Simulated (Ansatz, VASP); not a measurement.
One calculation of BaTiO3, two programs

The input INCAR:

```
SYSTEM = BaTiO3
PREC = Accurate
ENCUT = 520
EDIFF = 1E-6
ISMEAR = -1
SIGMA = 0.05
LREAL = .False.
LASPH = .True.
NELM = 150
ALGO = Normal
ISIF = 2
LWAVE = .False.
LCHARG = .False.
LMAXMIX = 4
LDAU = .True.
LDAUTYPE = 2
LDAUL = -1 2 -1
LDAUU = 0 1 0
LDAUJ = 0 0 0
LDAUPRINT = 1
GGA = PS
NBANDS = 51
```

KPOINTS

```
regular mesh
0
Gamma
  7 5 5
  0 0 0
```

Contents of POSCAR:

```
BaTiO3
1.0
   -0.0915918800      0.0227814800     -3.9623969300
    3.8808838200      4.1317799600      0.0684987100
    3.9231712500     -4.1740673900      0.1138552900
Ba Ti O
2 2 6
Direct
    0.9974869000      0.0001477200      0.0004271700
    0.9998202700      0.4987526000      0.5010867700
    0.5007474000      0.4990591200      0.9978540800
    0.5036564600      0.9987681300      0.4973819700
    0.9989596600      0.4987799700      0.9982409700
    0.0019446300      0.9997553300      0.5021167700
    0.4941324700      0.2515279200      0.2525101600
    0.4993701600      0.7523144300      0.7482599000
    0.5032595700      0.2508647700      0.7496877100
    0.5006224800      0.7500300100      0.2524344900
```

The input input.yaml:

```yaml
crystal:
  lattice:
    - [-0.09159188, 0.02278148, -3.96239693]
    - [3.88088382, 4.13177996, 0.06849871]
    - [3.92317125, -4.17406739, 0.11385529]
  atoms:
    - { symbol: Ba, position: [0.9974869, 0.00014772, 0.00042717] }
    - { symbol: Ba, position: [0.99982027, 0.4987526, 0.50108677] }
    - { symbol: Ti, position: [0.5007474, 0.49905912, 0.99785408] }
    - { symbol: Ti, position: [0.50365646, 0.99876813, 0.49738197] }
    - { symbol: O, position: [0.99895966, 0.49877997, 0.99824097] }
    - { symbol: O, position: [0.00194463, 0.99975533, 0.50211677] }
    - { symbol: O, position: [0.49413247, 0.25152792, 0.25251016] }
    - { symbol: O, position: [0.49937016, 0.75231443, 0.7482599] }
    - { symbol: O, position: [0.50325957, 0.25086477, 0.74968771] }
    - { symbol: O, position: [0.50062248, 0.75003001, 0.25243449] }
hamiltonian:
  xc: pbesol
  pseudopotentials: { kind: paw }
  hubbard: { sites: [{ species: Ti, l: d, u_eff: 1.0 }] }
kpoints:
  mp_grid: { grid: [7, 5, 5] }
  band_path:
    path:
      - [[0.5, 0.0, 0.0], [0.0, 0.0, 0.0], [0.0, -0.5, 0.0]]
      - [[0.5, -0.5, 0.0], [0.0, 0.0, 0.0], [0.0, 0.5, -0.5]]
      - [[0.5, 0.5, -0.5], [0.0, 0.0, 0.0], [0.0, 0.0, -0.5]]
      - [[0.5, 0.0, -0.5], [0.0, 0.0, 0.0]]
    npoints: 10
scf:
  occupations: { method: fermi_dirac, width: 0.05 }
  n_extra_bands: 25
output:
  forces: true
  stress: true
  eigenvalues: true
  fatbands: true
  write_density: true
  write_potential: true
  elf: true
  volumetric_format: npy
```

Alike in both runs: functional PBEsol; k mesh 7 × 5 × 5; occupations fermi-dirac, width 0.05 eV; no spin polarisation; Hubbard terms Ti d U = 1.0 eV.

|  | VASP | Ansatz |
| --- | --- | --- |
| version | VASP 6.6.1 | Ansatz 0.2.0 |
| potentials or method | VASP PAW PBE potentials, release 64 (Ba_sv, Ti_sv, O) | Ansatz PAW |
| plane-wave cutoff (eV) | 520 | 420 |
| valence electrons in the cell | 80 | 80 |
| task | single point | band structure |

```tsv
	VASP	Ansatz	Ansatz less VASP
gap on the k mesh at the Fermi level (eV)	1.63	1.69	+0.057
least direct gap on the mesh (eV)	1.66	1.69	+0.031
pressure (GPa)	-0.7	-3.1	-2.34
traceless stress, the component that is largest in VASP (GPa)	-6.89	-6.45	+0.432
rms of the force components (eV/Å)	0.098	0.096	-0.0020
```

VASP's potentials were made for PBE, not for PBEsol. The programs project onto different local orbitals, so the same U acts differently, and such runs can settle in different states. Atom by atom the forces differ by 0.011 eV/Å (rms over components).

Neither program's run includes spin-orbit coupling. Noted on Ansatz's run: the k mesh misses the band edges, so the gap on the mesh is wider than the one along the path.
